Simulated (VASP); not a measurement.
# TaVH4 (R-3m) in VASP: single point with LDA

Aim: the single point of TaVH4 with LDA.

Program: VASP 6.6.1. These are calculated values, not measurements. Logs are shortened: lines on timing, memory, paths and dates and some standing lists are left out, and cuts for length are marked.

## 1. The cell of the first run

The structure is trigonal, space group R-3m (No. 166). The conventional cell has a = 3.061 Å, b = 3.061 Å, c = 14.872 Å, α = 90.00°, β = 90.00°, γ = 120.00°. Ta (site symmetry -3m) has 8 H at 1.90 to 1.94 Å within 2.5 Å. Within 2.4 Å of V (site symmetry -3m) lie 8 H at 1.77 to 1.85 Å. H (site symmetry 3m) has 1 V at 1.77 Å and 3 Ta at 1.90 Å and 6 H at 2.16 to 2.26 Å within 2.4 Å. H (site symmetry 3m) has 3 V at 1.85 Å and 1 Ta at 1.94 Å and 6 H at 2.07 to 2.16 Å within 2.5 Å.

## 2. Single point, LDA, collinear spin, ferromagnetic start

File INCAR:

```
PREC = Accurate
ENCUT = 520
EDIFF = 1E-6
ISMEAR = 1
SIGMA = 0.1
LREAL = False
LASPH = True
NELM = 150
ALGO = Normal
ISIF = 2
LWAVE = False
LCHARG = False
ISPIN = 2
MAGMOM = 0 1.5 0 0 0 0
LORBIT = 11
LMAXMIX = 4
NBANDS = 27
```

File KPOINTS:

```
regular mesh
0
Gamma
  8 8 8
```

File POSCAR:

```
TaVH4
1.0
    1.5305510893      0.8836640834      4.9573237555
   -1.5305510893      0.8836640834      4.9573237555
    0.0000000000     -1.7673281668      4.9573237555
Ta V H
1 1 4
Direct
    0.0000000000      0.0000000000      0.0000000000
    0.5000000000      0.5000000000      0.5000000000
    0.6190751765      0.6190751765      0.6190751765
    0.1306075636      0.1306075636      0.1306075636
    0.8693924364      0.8693924364      0.8693924364
    0.3809248235      0.3809248235      0.3809248235
```

Potentials or basis: VASP PAW LDA potentials, release 64 (Ta_pv, V_sv, H).

Launch:

```sh
$ cat potpaw_LDA.64/Ta_pv/POTCAR potpaw_LDA.64/V_sv/POTCAR potpaw_LDA.64/H/POTCAR > POTCAR
$ mpirun -np 1 vasp_std > vasp.out
```

OUTCAR:

```text
PREC = Accurate
   ENCUT = 520
   EDIFF = 1E-6
   ISMEAR = 1
   LREAL = False
   LASPH = True
   NELM = 150
   ISIF = 2
   ISPIN = 2
   LORBIT = 11

 ion  position               nearest neighbor table
   1  0.000  0.000  0.000-   3 1.90   6 1.90   3 1.90   3 1.90   6 1.90   6 1.90   5 1.94   4 1.94
                             2 3.04   2 3.04   2 3.04   2 3.04   2 3.04   2 3.04
   2  0.500  0.500  0.500-   3 1.77   6 1.77   4 1.85   5 1.85   4 1.85   4 1.85   5 1.85   5 1.85
                             1 3.04   1 3.04   1 3.04   1 3.04   1 3.04   1 3.04
   3  0.619  0.619  0.619-   2 1.77   1 1.90   1 1.90   1 1.90
   4  0.131  0.131  0.131-   2 1.85   2 1.85   2 1.85   1 1.94
   5  0.869  0.869  0.869-   2 1.85   2 1.85   2 1.85   1 1.94
   6  0.381  0.381  0.381-   2 1.77   1 1.90   1 1.90   1 1.90

  LATTYP: Found a trigonal (rhomboedric) cell.
 ALAT       =     5.2629371710
 COS(alpha) =     0.8308510577

  Lattice vectors:

 A1 = (   1.5305510893,   0.8836640834,   4.9573237555)
 A2 = (  -1.5305510893,   0.8836640834,   4.9573237555)
 A3 = (   0.0000000000,  -1.7673281668,   4.9573237555)

Analysis of symmetry for initial positions (statically):
=====================================================================
 Subroutine PRICEL returns:
 Original cell was already a primitive cell.

 Routine SETGRP: Setting up the symmetry group for a
 trigonal (rhombohedral) supercell.

 Subroutine GETGRP returns: Found 12 space group operations
 (whereof 12 operations were pure point group operations)
 out of a pool of 12 trial point group operations.

The static configuration has the point symmetry D_3d.

Analysis of symmetry for dynamics (positions and initial velocities):
=====================================================================
 Subroutine PRICEL returns:
 Original cell was already a primitive cell.

 Routine SETGRP: Setting up the symmetry group for a
 trigonal (rhombohedral) supercell.

 Subroutine GETGRP returns: Found 12 space group operations
 (whereof 12 operations were pure point group operations)
 out of a pool of 12 trial point group operations.

The dynamic configuration has the point symmetry D_3d.

Analysis of structural, dynamic, and magnetic symmetry:
=====================================================================
 Subroutine PRICEL returns:
 Original cell was already a primitive cell.

 Routine SETGRP: Setting up the symmetry group for a
 trigonal (rhombohedral) supercell.

 Subroutine GETGRP returns: Found 12 space group operations
 (whereof 12 operations were pure point group operations)
 out of a pool of 12 trial point group operations.

The overall configuration has the point symmetry D_3d.

 Subroutine INISYM returns: Found 12 space group operations
 (whereof 12 operations are pure point group operations),
 and found     1 'primitive' translations

----------------------------------------------------------------------------------------

                                     Primitive cell

  volume of cell :      40.2285

  direct lattice vectors                    reciprocal lattice vectors
     1.530551089  0.883664083  4.957323756     0.326679719  0.188608624  0.067240582
    -1.530551089  0.883664083  4.957323756    -0.326679719  0.188608624  0.067240582
     0.000000000 -1.767328167  4.957323756     0.000000000 -0.377217248  0.067240582

  length of vectors
     5.262937171  5.262937171  5.262937171     0.383163343  0.383163343  0.383163343

  position of ions in fractional coordinates (direct lattice)
     0.000000000  0.000000000  0.000000000
     0.500000000  0.500000000  0.500000000
     0.619075176  0.619075176  0.619075176
     0.130607564  0.130607564  0.130607564
     0.869392436  0.869392436  0.869392436
     0.380924824  0.380924824  0.380924824

  ion indices of the primitive-cell ions
   primitive index   ion index
                 1           1
                 2           2
                 3           3
                 4           4
                 5           5
                 6           6

----------------------------------------------------------------------------------------

[... 49 lines left out ...]
  0.375000  0.125000  0.125000      6.000000
 [... further k-points ...]
   k-points           NKPTS =     65   k-points in BZ     NKDIM =     65   number of bands    NBANDS=     27
   number of dos      NEDOS =    301   number of ions     NIONS =      6
   total plane-waves  NPLWV =  64000
   dimension x,y,z NGX =    40 NGY =   40 NGZ =   40
   dimension x,y,z NGXF=    80 NGYF=   80 NGZF=   80
   ions per type =               1   1   4
   NGX,Y,Z   is equivalent  to a cutoff of  12.64, 12.64, 12.64 a.u.
   NGXF,Y,Z  is equivalent  to a cutoff of  25.27, 25.27, 25.27 a.u.
 SYSTEM =  unknown system
   PREC   = accura    normal or accurate (medium, high low for compatibility)
   ISTART =      0    job   : 0-new  1-cont  2-samecut
   ICHARG =      2    charge: 1-file 2-atom 10-const
   ISPIN  =      2    spin polarized calculation?
   LNONCOLLINEAR =      F non collinear calculations
   LSORBIT =      F    spin-orbit coupling
   LASPH  =      T    aspherical Exc in radial PAW
   ENCUT  =  520.0 eV  38.22 Ry    6.18 a.u.   9.79  9.79  9.79*2*pi/ulx,y,z
   NELM   =    150;   NELMIN=  2; NELMDL= -5     # of ELM steps
   EDIFF  = 0.1E-05   stopping-criterion for ELM
   LREAL  =      F    real-space projection
   EDIFFG = 0.1E-04   stopping-criterion for IOM
   NSW    =      0    number of steps for IOM
   IBRION =     -1    ionic relax: 0-MD 1-quasi-New 2-CG
   NFREE  =      0    steps in history (QN), initial steepest desc. (CG)
   ISIF   =      2    stress and relaxation
   ISYM   =      2    0-nonsym 1-usesym 2-fastsym
   POTIM  = 0.5000    time-step for ionic-motion
   TEBEG  =    0.0;   TEEND  =   0.0 temperature during run
   PSTRESS=    0.0 pullay stress
   NELECT =      28.0000    total number of electrons
   NUPDOWN=      -1.0000    fix difference up-down
   EMIN   =  10.00;   EMAX   =-10.00  energy-range for DOS
   EFERMI =   0.00;   METHOD = LEGACY
   ISMEAR =     1;   SIGMA  =   0.10  broadening in eV -4-tet -1-fermi 0-gaus
   EFERMI_NEDOS =   21; number of points for ismear=-14 and -15
   IALGO  =     38    algorithm
   IMIX   =      4    mixing-type and parameters
     AMIX     =   0.40;   BMIX     =  1.00
     AMIX_MAG =   1.60;   BMIX_MAG =  1.00
  volume/ion in A,a.u.               =       6.70        45.25
  Fermi-wavevector in a.u.,A,eV,Ry     =   1.450829  2.741670 28.638980  2.104906
  Thomas-Fermi vector in A             =   2.568396
   LORBIT       =     11    0 simple, 1 ext, 2 COOP (PROOUT), +10 PAW based schemes
   GGA     = CA    functional components
   LHFCALC =     F    Hartree Fock is set to
   AEXX    =    0.0000 exact exchange contribution
   IVDW    =     0    specifies the selected vdW correction
   LEPSILON=     F    determine dielectric tensor
   LRPA    =     F    only Hartree local field effects (RPA)
 spin polarized calculation
 Methfessel and Paxton  Order N= 1 SIGMA  =   0.10
  energy-cutoff  :      520.00
  volume of cell :       40.23
 maximum number of plane-waves:      1099
   NGX = 19   NGY = 19   NGZ = 19

 number of electron      28.0000001 magnetization       0.0025187

 Free energy of the ion-electron system (eV)
  ---------------------------------------------------
  ext. energy  EPLUGINS =         0.00000000
  ---------------------------------------------------
  free energy    TOTEN  =       -38.28871193 eV

  energy without entropy =      -38.28767974  energy(sigma->0) =      -38.28836787

 E-fermi :   7.4355     XC(G=0): -12.7031

 val. band max:        7.4288084063   @ k =   0.5000   0.1250   0.1250
 cond. band min:       7.4523973994   @ k =   0.5000   0.0000   0.0000
 fundamental gap:      0.0235889931
 Fermi energy:         7.4355072491

 spin component 1

 k-point     1 :       0.0000    0.0000    0.0000
  band No.  band energies     occupation
      1     -56.2301      1.00000
      2     -30.5824      1.00000
      3     -30.4437      1.00000
      4     -30.4437      1.00000
      5     -27.3569      1.00000
      6     -26.9679      1.00000
[... 685 lines left out ...]
     25      20.0719      0.00000
     26      20.6322      0.00000

 [... further k-points ...]

 spin component 2

 k-point     1 :       0.0000    0.0000    0.0000
  band No.  band energies     occupation
      1     -56.2280      1.00000
      2     -30.5804      1.00000
      3     -30.4417      1.00000
      4     -30.4417      1.00000
      5     -27.3569      1.00000
      6     -26.9679      1.00000
[... 685 lines left out ...]
     25      20.0719      0.00000
     26      20.6329      0.00000

 [... further k-points ...]

 [bands above 26 left out]

------------------------ aborting loop because EDIFF is reached ----------------------------------------

  FORCE on cell =-STRESS in cart. coord.  units (eV):
  Direction    XX          YY          ZZ          XY          YZ          ZX
  --------------------------------------------------------------------------------------
  -------------------------------------------------------------------------------------
  Total        0.1871479      0.1871479      0.1926354      0.0000000     -0.0000000      0.0000000
  in kB        7.4535276      7.4535276      7.6720785      0.0000000     -0.0000000      0.0000000
  external PRESSURE =       7.5263779 kB  Pullay stress =       0.0000000 kB

 VOLUME and BASIS-vectors are now :
 -----------------------------------------------------------------------------
  energy-cutoff  :      520.00
  volume of cell :       40.23
      direct lattice vectors                 reciprocal lattice vectors
     1.530551089  0.883664083  4.957323756     0.326679719  0.188608624  0.067240582
    -1.530551089  0.883664083  4.957323756    -0.326679719  0.188608624  0.067240582
     0.000000000 -1.767328167  4.957323756     0.000000000 -0.377217248  0.067240582

 POSITION                                       TOTAL-FORCE (eV/Angst)
 -----------------------------------------------------------------------------------
      0.00000      0.00000      0.00000         0.000000      0.000000      0.000000
      0.00000      0.00000      7.43599        -0.000000      0.000000      0.000000
      0.00000      0.00000      9.20687        -0.000000     -0.000000     -0.012632
      0.00000      0.00000      1.94239        -0.000000     -0.000000      0.012755
      0.00000      0.00000     12.92958        -0.000000     -0.000000     -0.012755
      0.00000      0.00000      5.66510        -0.000000      0.000000      0.012632
 -----------------------------------------------------------------------------------
    total drift:                               -0.000000      0.000000      0.000000

  FREE ENERGIE OF THE ION-ELECTRON SYSTEM (eV)
  ---------------------------------------------------
  free  energy   TOTEN  =       -38.2887119321 eV

  energy  without entropy=      -38.2876797411  energy(sigma->0) =      -38.28836787

 total charge

# of ion       s       p       d       tot
------------------------------------------
    1        0.277   6.216   2.587   9.081
    2        2.211   6.220   3.283  11.714
    3        0.592   0.037   0.000   0.629
    4        0.562   0.028   0.000   0.590
    5        0.562   0.028   0.000   0.590
    6        0.592   0.037   0.000   0.629
--------------------------------------------------
tot          4.795  12.566   5.870  23.232

 magnetization (x)

# of ion       s       p       d       tot
------------------------------------------
    1       -0.000   0.000   0.000   0.000
    2        0.000   0.000   0.002   0.002
    3       -0.000   0.000   0.000  -0.000
    4       -0.000   0.000   0.000  -0.000
    5       -0.000   0.000   0.000  -0.000
    6       -0.000   0.000   0.000  -0.000
--------------------------------------------------
tot         -0.000   0.000   0.002   0.002
```

Wall time 8.3 min (1 thread of Intel Xeon 8259CL, shared host); peak memory 0.3 GiB.

What came out:

```
Free energy                                           : -38.2887 eV
Pressure                                              : 0.8 GPa
Largest force                                         : 0.013 eV/Å
Band gap on the k mesh                                : zero (filled and empty bands overlap)
Net moment                                            : 0.00 μB per cell
Valence electrons inside the program's atomic spheres : Ta 9.08; V 11.71; H 0.63, 0.59
```

Forces in eV/Å, atoms in the order of the input:
```
Ta   0.000  0.000  0.000
V    0.000  0.000  0.000
H    0.000  0.000 -0.013
H    0.000  0.000  0.013
H    0.000  0.000 -0.013
H    0.000  0.000  0.013
```

Caveat: spin-orbit coupling is left out, which moves the levels of the heavy elements.
